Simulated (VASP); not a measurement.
## Ca: single point with PBEsol

The system is Ca.

```xyz
2
Lattice="1.9878 -3.4191 -0.0145 1.9344 3.3881 0.0336 0.0315 0.0462 6.4573" Properties=species:S:1:pos:R:3 pbc="T T T"
Ca    1.9614   -2.2930    1.6186
Ca    1.9806    2.2762    4.8846
```

```json
{
 "Program": "VASP 6.6.1",
 "Task": "single point",
 "Functional": "PBEsol",
 "Potentials or basis": "VASP PAW PBE potentials, release 64 (Ca_sv)",
 "Cutoff": "520 eV",
 "k mesh": "6 × 6 × 4",
 "Occupations": "gaussian, width 0.1 eV",
 "Spin": "no spin polarisation"
}
```

- Pressure: -0.9 GPa
- Largest force: 0.008 eV/Å
- Band gap on the k mesh: zero (band 10 reaches 1.99 eV, above the bottom of band 11 at 1.61 eV)

Forces on the atoms (eV/Å):
```
Ca  -0.002  0.001  0.008
Ca   0.002 -0.001 -0.008
```

Stress tensor (GPa, compression positive):
```
-1.03  0.03 -0.04
 0.03 -1.03 -0.06
-0.04 -0.06 -0.69
```

Levels at points of the mesh, in eV from the Fermi level:
| k point | band 7 | band 8 | band 9 | band 10 | band 11 | band 12 | band 13 | band 14 |
| --- | --- | --- | --- | --- | --- | --- | --- | --- |
| (0.00, 0.00, 0.00) | -22.91 | -22.90 | -4.03 | -1.06 | -0.23 | 2.19 | 2.22 | 2.33 |
| (0.50, 0.00, 0.00) | -22.93 | -22.92 | -1.14 | -0.73 | 0.24 | 0.39 | 1.29 | 1.82 |
| (0.00, 0.50, 0.00) | -22.93 | -22.92 | -1.09 | -0.64 | 0.21 | 0.37 | 1.41 | 1.93 |
| (0.50, 0.50, 0.00) | -22.93 | -22.93 | -1.12 | -0.70 | 0.23 | 0.39 | 1.33 | 1.86 |
| (0.00, 0.00, 0.50) | -22.92 | -22.91 | -3.04 | -3.03 | 1.36 | 1.37 | 2.20 | 2.21 |
| (0.50, 0.00, 0.50) | -22.93 | -22.93 | -0.71 | -0.71 | 0.07 | 0.07 | 1.40 | 1.42 |
| (0.00, 0.50, 0.50) | -22.93 | -22.93 | -0.68 | -0.63 | 0.07 | 0.15 | 1.44 | 1.49 |
| (0.50, 0.50, 0.50) | -22.93 | -22.93 | -0.71 | -0.66 | 0.05 | 0.13 | 1.40 | 1.46 |

It took 2.4 min on 1 thread of AMD EPYC 7R43 64-Core Processor (Zen 3) (shared host), peak memory 0.21 GiB.

Caveat: the PAW data sets were made with another functional, which shifts forces and pressure a little.
